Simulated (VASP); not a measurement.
# HfH2 (I4/mmm) in VASP: single point with r2SCAN

Aim: the single point of HfH2 with r2SCAN.

All numbers are computed with VASP 6.6.1; they aren't measurements. Logs are shortened: lines on timing, memory, paths and dates and some standing lists are left out, and cuts for length are marked.

## (1) The cell of the first run

Symmetry: I4/mmm, No. 139, tetragonal system. Conventional cell: a = 3.292 Å, b = 3.292 Å, c = 3.830 Å, α = 90.00°, β = 90.00°, γ = 90.00°. Within 2.5 Å of Hf (site symmetry 4/mmm) lie 8 H at 1.90 Å. H (site symmetry -4m2) has 4 Hf at 1.90 Å and 6 H at 1.92 to 2.33 Å within 2.5 Å.

## (2) Single point, r2SCAN

File POSCAR:

```
HfH2
1.0
   -1.6460494564      1.6460494564      1.9152085792
    1.6460494564     -1.6460494564      1.9152085792
    1.6460494564      1.6460494564     -1.9152085792
Hf H
1 2
Direct
    0.0000000000      0.0000000000      0.0000000000
    0.7500000000      0.2500000000      0.5000000000
    0.2500000000      0.7500000000      0.5000000000
```

File INCAR.step1:

```
PREC = Accurate ; ENCUT = 520
ISMEAR = 0 ; SIGMA = 0.1
LREAL = F ; LASPH = T
NELM = 100 ; NBANDS = 13
GGA = PE ; ALGO = Normal
EDIFF = 1E-4 ; LWAVE = T
LCHARG = F
```

File INCAR.step2:

```
PREC = Accurate ; ENCUT = 520
EDIFF = 1E-6 ; ISMEAR = 0
SIGMA = 0.1 ; LREAL = F
LASPH = T ; NELM = 100
ALGO = Normal ; ISIF = 2
LWAVE = F ; LCHARG = F
METAGGA = R2SCAN ; LMIXTAU = T
NBANDS = 13 ; ISTART = 1
```

File KPOINTS:

```
regular mesh
0
Gamma
  18 18 18
```

Potentials or basis: VASP PAW PBE potentials, release 64 (Hf_pv, H).

Run with:

```
cat potpaw_PBE.64/Hf_pv/POTCAR potpaw_PBE.64/H/POTCAR > POTCAR
cp INCAR.step1 INCAR
mpirun -np 1 vasp_std > vasp.out
cp INCAR.step2 INCAR
mpirun -np 1 vasp_std > vasp.out
```

OUTCAR:

```text
PREC = Accurate
   ENCUT = 520
   EDIFF = 1E-6
   ISMEAR = 0
   LREAL = F
   LASPH = T
   NELM = 100
   ISIF = 2
   METAGGA = R2SCAN
   ISTART = 1

 ion  position               nearest neighbor table
   1  0.000  0.000  0.000-   2 1.90   3 1.90   2 1.90   3 1.90   2 1.90   3 1.90   2 1.90   3 1.90

   2  0.750  0.250  0.500-   1 1.90   1 1.90   1 1.90   1 1.90
   3  0.250  0.750  0.500-   1 1.90   1 1.90   1 1.90   1 1.90

  LATTYP: Found a body centered tetragonal cell.
 ALAT       =     3.2920989128
 C/A-ratio  =     1.1635182477

  Lattice vectors:

 A1 = (  -1.6460494564,   1.6460494564,   1.9152085792)
 A2 = (   1.6460494564,  -1.6460494564,   1.9152085792)
 A3 = (   1.6460494564,   1.6460494564,  -1.9152085792)

Analysis of symmetry for initial positions (statically):
=====================================================================
 Subroutine PRICEL returns:
 Original cell was already a primitive cell.

 Routine SETGRP: Setting up the symmetry group for a
 body centered tetragonal supercell.

 Subroutine GETGRP returns: Found 16 space group operations
 (whereof 16 operations were pure point group operations)
 out of a pool of 16 trial point group operations.

The static configuration has the point symmetry D_4h.

Analysis of symmetry for dynamics (positions and initial velocities):
=====================================================================
 Subroutine PRICEL returns:
 Original cell was already a primitive cell.

 Routine SETGRP: Setting up the symmetry group for a
 body centered tetragonal supercell.

 Subroutine GETGRP returns: Found 16 space group operations
 (whereof 16 operations were pure point group operations)
 out of a pool of 16 trial point group operations.

The dynamic configuration has the point symmetry D_4h.

 Subroutine INISYM returns: Found 16 space group operations
 (whereof 16 operations are pure point group operations),
 and found     1 'primitive' translations

----------------------------------------------------------------------------------------

                                     Primitive cell

  volume of cell :      20.7569

  direct lattice vectors                    reciprocal lattice vectors
    -1.646049456  1.646049456  1.915208579     0.000000000  0.303757580  0.261068171
     1.646049456 -1.646049456  1.915208579     0.303757580  0.000000000  0.261068171
     1.646049456  1.646049456 -1.915208579     0.303757580  0.303757580  0.000000000

  length of vectors
     3.014462063  3.014462063  3.014462063     0.400531219  0.400531219  0.429578090

  position of ions in fractional coordinates (direct lattice)
     0.000000000  0.000000000  0.000000000
     0.750000000  0.250000000  0.500000000
     0.250000000  0.750000000  0.500000000

  ion indices of the primitive-cell ions
   primitive index   ion index
                 1           1
                 2           2
                 3           3

----------------------------------------------------------------------------------------

 KPOINTS: regular mesh

Automatic generation of k-mesh.
 Grid dimensions read from file:
 generate k-points for:   18   18   18

 Generating k-lattice:

  Cartesian coordinates                     Fractional coordinates (reciprocal lattice)
     0.000000000  0.016875421  0.014503787     0.055555556 -0.000000000  0.000000000
     0.016875421  0.000000000  0.014503787    -0.000000000  0.055555556  0.000000000
     0.016875421  0.016875421  0.000000000     0.000000000  0.000000000  0.055555556

  Length of vectors
     0.022251734  0.022251734  0.023865449

  Shift w.r.t. Gamma in fractional coordinates (k-lattice)
     0.000000000  0.000000000  0.000000000

 Subroutine IBZKPT returns following result:
 ===========================================

 Found    480 irreducible k-points:

 Following reciprocal coordinates:
            Coordinates               Weight
  0.000000  0.000000  0.000000      1.000000
  0.055556  0.000000  0.000000      8.000000
  0.111111  0.000000  0.000000      8.000000
  0.166667  0.000000  0.000000      8.000000
  0.222222  0.000000 -0.000000      8.000000
  0.277778  0.000000  0.000000      8.000000
[... 16 lines left out ...]
 -0.277778  0.055556  0.000000     16.000000
 -0.222222  0.055556  0.000000     16.000000
 [... further k-points ...]
   k-points           NKPTS =    480   k-points in BZ     NKDIM =    480   number of bands    NBANDS=     13
   number of dos      NEDOS =    301   number of ions     NIONS =      3
   total plane-waves  NPLWV =  13824
   dimension x,y,z NGX =    24 NGY =   24 NGZ =   24
   dimension x,y,z NGXF=    48 NGYF=   48 NGZF=   48
   ions per type =               1   2
   NGX,Y,Z   is equivalent  to a cutoff of  13.24, 13.24, 13.24 a.u.
   NGXF,Y,Z  is equivalent  to a cutoff of  26.47, 26.47, 26.47 a.u.
 SYSTEM =  unknown system
   PREC   = accura    normal or accurate (medium, high low for compatibility)
   ISTART =      1    job   : 0-new  1-cont  2-samecut
   ICHARG =      0    charge: 1-file 2-atom 10-const
   ISPIN  =      1    spin polarized calculation?
   LNONCOLLINEAR =      F non collinear calculations
   LSORBIT =      F    spin-orbit coupling
   LASPH  =      T    aspherical Exc in radial PAW
   ENCUT  =  520.0 eV  38.22 Ry    6.18 a.u.   5.60  5.60  5.60*2*pi/ulx,y,z
   NELM   =    100;   NELMIN=  2; NELMDL=  0     # of ELM steps
   EDIFF  = 0.1E-05   stopping-criterion for ELM
   LREAL  =      F    real-space projection
[... 7 lines left out ...]
   TEBEG  =    0.0;   TEEND  =   0.0 temperature during run
   PSTRESS=    0.0 pullay stress
   NELECT =      12.0000    total number of electrons
   NUPDOWN=      -1.0000    fix difference up-down
   EMIN   =  10.00;   EMAX   =-10.00  energy-range for DOS
   EFERMI =   0.00;   METHOD = LEGACY
   ISMEAR =     0;   SIGMA  =   0.10  broadening in eV -4-tet -1-fermi 0-gaus
   EFERMI_NEDOS =   21; number of points for ismear=-14 and -15
   IALGO  =     38    algorithm
   IMIX   =      4    mixing-type and parameters
     AMIX     =   0.40;   BMIX     =  1.00
     AMIX_MAG =   1.60;   BMIX_MAG =  1.00
  volume/ion in A,a.u.               =       6.92        46.69
  Fermi-wavevector in a.u.,A,eV,Ry     =   1.363791  2.577192 25.305846  1.859927
  Thomas-Fermi vector in A             =   2.490164
   LORBIT       =      0    0 simple, 1 ext, 2 COOP (PROOUT), +10 PAW based schemes
   METAGGA = R2SCAN    functional components
   LHFCALC =     F    Hartree Fock is set to
   AEXX    =    0.0000 exact exchange contribution
   IVDW    =     0    specifies the selected vdW correction
   LEPSILON=     F    determine dielectric tensor
   LRPA    =     F    only Hartree local field effects (RPA)
 non-spin polarized calculation
 Gauss-broadening in eV      SIGMA  =   0.10
  energy-cutoff  :      520.00
  volume of cell :       20.76
 maximum number of plane-waves:       583
   NGX = 11   NGY = 11   NGZ = 11

 number of electron      12.0000000 magnetization

 Free energy of the ion-electron system (eV)
  ---------------------------------------------------
  ext. energy  EPLUGINS =         0.00000000
  ---------------------------------------------------
  free energy    TOTEN  =       -53.04424558 eV

  energy without entropy =      -53.04293523  energy(sigma->0) =      -53.04359041

 E-fermi :   7.0826     XC(G=0): -13.4769

 val. band max:        7.0771303004   @ k =  -0.1667   0.5000   0.1111
 cond. band min:       7.0977995471   @ k =  -0.1667  -0.1667   0.1667
 fundamental gap:      0.0206692467
 Fermi energy:         7.0825507820

 k-point     1 :       0.0000    0.0000    0.0000
  band No.  band energies     occupation
      1     -24.2776      2.00000
      2     -24.2776      2.00000
      3     -24.1895      2.00000
      4      -6.1703      2.00000
      5       5.7099      2.00000
      6       6.5738      2.00000
      7       6.5738      2.00000
      8       8.3005      0.00000
      9       8.9763      0.00000
     10      11.2837      0.00000
     11      19.3666      0.00000
     12      20.1529      0.00000
     13      20.1529      0.00000

 k-point     2 :       0.0556    0.0000    0.0000
  band No.  band energies     occupation
      1     -24.3088      2.00000
      2     -24.2869      2.00000
      3     -24.2044      2.00000
      4      -6.0483      2.00000
      5       4.8397      2.00000
      6       6.6178      2.00000
      7       7.1429      0.39375
      8       8.7820      0.00000
      9       8.9510      0.00000
     10      11.1947      0.00000
     11      19.3665      0.00000
     12      20.0637      0.00000
     13      20.3998      0.00000

 k-point     3 :       0.1111    0.0000    0.0000
  band No.  band energies     occupation
      1     -24.4230      2.00000
      2     -24.3135      2.00000
      3     -24.2206      2.00000
      4      -5.6971      2.00000
      5       3.6856      2.00000
      6       6.6985      2.00000
      7       7.5942      0.00000
      8       8.9521      0.00000
      9       9.9264      0.00000
     10      11.0649      0.00000
     11      19.3655      0.00000
     12      19.4423      0.00000
     13      21.1094      0.00000

 k-point     4 :       0.1667    0.0000    0.0000
  band No.  band energies     occupation
      1     -24.6082      2.00000
      2     -24.3540      2.00000
      3     -24.2295      2.00000
      4      -5.1622      2.00000
      5       2.6599      2.00000
      6       6.6863      2.00000
      7       7.9795      0.00000
      8       9.1672      0.00000
      9      10.3761      0.00000
     10      11.8380      0.00000
     11      18.4939      0.00000
     12      19.3667      0.00000
     13      22.2076      0.00000

 k-point     5 :       0.2222    0.0000   -0.0000
  band No.  band energies     occupation
      1     -24.8306      2.00000
      2     -24.4033      2.00000
      3     -24.2365      2.00000
      4      -4.5215      2.00000
      5       1.8478      2.00000
      6       6.5112      2.00000
      7       8.3609      0.00000
      8       9.7208      0.00000
      9      10.2630      0.00000
     10      13.1421      0.00000
     11      17.7443      0.00000
     12      19.3665      0.00000
     13      22.9330      0.00000
[... 257 lines left out ...]
 k-point    22 :      -0.3333    0.0556    0.0000
  band No.  band energies     occupation
      1     -25.1855      2.00000
      2     -24.4885      2.00000
      3     -24.2685      2.00000
      4      -3.4973      2.00000
      5       1.2132      2.00000
      6       6.0343      2.00000
      7       8.4884      0.00000
      8      10.4591      0.00000
      9      11.3030      0.00000
     10      14.1197      0.00000
     11      18.3883      0.00000
     12      19.3645      0.00000
     13      19.7255      0.00000

 k-point    23 :      -0.2778    0.0556    0.0000
  band No.  band energies     occupation
      1     -24.9756      2.00000
      2     -24.4340      2.00000
      3     -24.2618      2.00000
      4      -4.0522      2.00000
      5       1.5085      2.00000
      6       6.3532      2.00000
      7       8.4702      0.00000
      8       9.7430      0.00000
      9      10.6496      0.00000
     10      13.8210      0.00000
     11      17.9753      0.00000
     12      19.3663      0.00000
     13      21.2556      0.00000

 k-point    24 :      -0.2222    0.0556    0.0000
  band No.  band energies     occupation
      1     -24.7562      2.00000
      2     -24.3794      2.00000
      3     -24.2528      2.00000
      4      -4.6969      2.00000
      5       2.1022      2.00000
      6       6.6688      2.00000
      7       8.3468      0.00000
      8       9.0933      0.00000
      9      10.3986      0.00000
     10      12.6281      0.00000
     11      18.4265      0.00000
     12      19.3666      0.00000
     13      22.5186      0.00000

 [... further k-points ...]

------------------------ aborting loop because EDIFF is reached ----------------------------------------

  FORCE on cell =-STRESS in cart. coord.  units (eV):
  Direction    XX          YY          ZZ          XY          YZ          ZX
  --------------------------------------------------------------------------------------
  -------------------------------------------------------------------------------------
  Total        6.3370662      6.3370662      6.3753093      0.0000000      0.0000000     -0.0000000
  in kB      489.1442980    489.1442980    492.0961981      0.0000000      0.0000000     -0.0000000
  external PRESSURE =     490.1282647 kB  Pullay stress =       0.0000000 kB

 VOLUME and BASIS-vectors are now :
 -----------------------------------------------------------------------------
  energy-cutoff  :      520.00
  volume of cell :       20.76
      direct lattice vectors                 reciprocal lattice vectors
    -1.646049456  1.646049456  1.915208579     0.000000000  0.303757580  0.261068171
     1.646049456 -1.646049456  1.915208579     0.303757580  0.000000000  0.261068171
     1.646049456  1.646049456 -1.915208579     0.303757580  0.303757580  0.000000000

 POSITION                                       TOTAL-FORCE (eV/Angst)
 -----------------------------------------------------------------------------------
      0.00000      0.00000      0.00000        -0.000000      0.000000     -0.000000
      0.00000      1.64605      0.95760        -0.000000     -0.000000     -0.000000
      1.64605      0.00000      0.95760         0.000000      0.000000      0.000000
 -----------------------------------------------------------------------------------
    total drift:                                0.000000      0.000000      0.000000

  FREE ENERGIE OF THE ION-ELECTRON SYSTEM (eV)
  ---------------------------------------------------
  free  energy   TOTEN  =       -53.0442455828 eV

  energy  without entropy=      -53.0429352315  energy(sigma->0) =      -53.04359041
```

Wall time 5.8 min (1 thread of AMD EPYC 7R13 (Zen 3), shared host); peak memory 0.22 GiB.

Results:

* Free energy: -53.0442 eV
* Pressure: 49.0 GPa
* Band gap on the k mesh: zero (bands 6 and 7 overlap by 1.30 eV)

Stress tensor (GPa, compression positive):
```
48.91  0.00  0.00
 0.00 48.91  0.00
 0.00  0.00 49.21
```

Levels at points of the mesh, in eV from the Fermi level:
```csv
k point,band 3,band 4,band 5,band 6,band 7,band 8,band 9,band 10
"(0.00, 0.00, 0.00)",-31.27,-13.25,-1.37,-0.51,-0.51,1.22,1.89,4.20
"(0.50, 0.00, 0.00)",-31.34,-10.11,-5.44,-1.53,1.66,4.88,5.06,7.08
"(0.50, 0.50, 0.00)",-31.50,-7.84,-6.35,-5.31,5.03,5.23,7.61,8.07
"(0.50, 0.50, 0.50)",-32.02,-10.06,-4.95,-3.60,6.40,6.45,6.45,7.01
```

Caveat: the cell stands under pressure; the PAW data sets were made with another functional, which shifts forces and pressure a little; spin-orbit coupling is left out, which moves the levels of the heavy elements.
